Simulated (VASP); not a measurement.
Crystal: HfS4.

```
CELL_PARAMETERS angstrom
4.73616 0.00000 0.00000
0.00000 4.73616 0.00000
0.00000 0.00000 5.26889
ATOMIC_POSITIONS crystal
Hf 0.00000 0.00000 0.00000
S 0.00000 0.50000 0.30475
S 0.50000 0.00000 0.30475
S 0.00000 0.50000 0.69525
S 0.50000 0.00000 0.69525
```

The cell was generated, and may not be a known phase.

```yaml
Program: VASP 6.6.1
Task: relaxation of cell and atoms
Functional: PBE
Potentials_or_basis: VASP PAW PBE potentials, release 64 (Hf_pv, S)
Cutoff: 600 eV
k_mesh: 4 × 4 × 4
Occupations: gaussian, width 0.1 eV
Spin: no spin polarisation
```

At the start: pressure -8.4 GPa; volume 23.64 Å³/atom.

Task: Where does the relaxation end?

Result: Over 9 steps the energy falls by 253.6 meV/atom and the volume is 20.72 Å³/atom (-12.4 %); space group P4/mmm (No. 123, to 0.1 Å) before and after.

The path:
```csv
step,energy change (eV),largest force (eV/Å),pressure (GPa),volume (Å³)
1,0.0000,1.6088,-8.42,118.19
2,-0.9264,1.1039,3.40,98.13
3,-0.9272,1.1224,3.07,98.46
4,-1.1621,0.5731,1.99,100.28
5,-1.2567,0.1397,1.30,102.31
6,-1.2579,0.0736,1.32,102.11
7,-1.2618,0.0762,-1.17,105.13
8,-1.2681,0.0115,-0.12,103.78
9,-1.2682,0.0081,0.09,103.58
```

Final structure:
```cif
data_structure
_symmetry_space_group_name_H-M 'P 1'
_symmetry_Int_Tables_number 1
_cell_length_a 4.6217
_cell_length_b 4.6217
_cell_length_c 4.8494
_cell_angle_alpha 90.000
_cell_angle_beta 90.000
_cell_angle_gamma 90.000
_cell_volume 103.58
loop_
_atom_site_label
_atom_site_type_symbol
_atom_site_fract_x
_atom_site_fract_y
_atom_site_fract_z
_atom_site_occupancy
Hf1 Hf 0.00000 0.00000 0.00000 1
S1 S 0.00000 0.50000 0.26186 1
S2 S 0.50000 0.00000 0.26186 1
S3 S 0.00000 0.50000 0.73814 1
S4 S 0.50000 0.00000 0.73814 1
```
